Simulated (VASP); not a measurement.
A run of VASP 6.6.1:

File INCAR:

```
ALGO = Normal
EDIFF = 1E-7
EDIFFG = -0.01
ENCUT = 600
GGA = RP
IBRION = 2
ISIF = 3
ISMEAR = -1
IVDW = 12
LASPH = T
LCHARG = F
LREAL = F
LWAVE = F
NELM = 100
NSW = 80
PREC = Accurate
SIGMA = 0.05
```

Contents of KPOINTS:

```
k-points
0
Gamma
  8 8 8
```

The input POSCAR:

```
GaP
1.0
    0.0000000000      2.7252500000      2.7252500000
    2.7252500000      0.0000000000      2.7252500000
    2.7252500000      2.7252500000      0.0000000000
Ga P
1 1
Direct
    0.0000000000      0.0000000000      0.0000000000
    0.7500000000      0.7500000000      0.7500000000
```

Potentials or basis: VASP PAW PBE potentials, release 64 (Ga_d, P).

The run is started by

```console
$ cat potpaw_PBE.64/Ga_d/POTCAR potpaw_PBE.64/P/POTCAR > POTCAR
$ mpirun -np 1 vasp_std > vasp.out
```

Hardware: 1 thread of Intel(R) Xeon(R) Platinum 8259CL CPU @ 2.50GHz (Skylake/Cascade Lake), with other jobs on the host.

Q: How long does it take, and how much memory?

A: Wall time 38 s on 1 thread of Intel(R) Xeon(R) Platinum 8259CL CPU @ 2.50GHz (Skylake/Cascade Lake), on a shared host, peak memory 0.2 GiB. Counts: scf iterations 35, k points 29, ion steps 3.
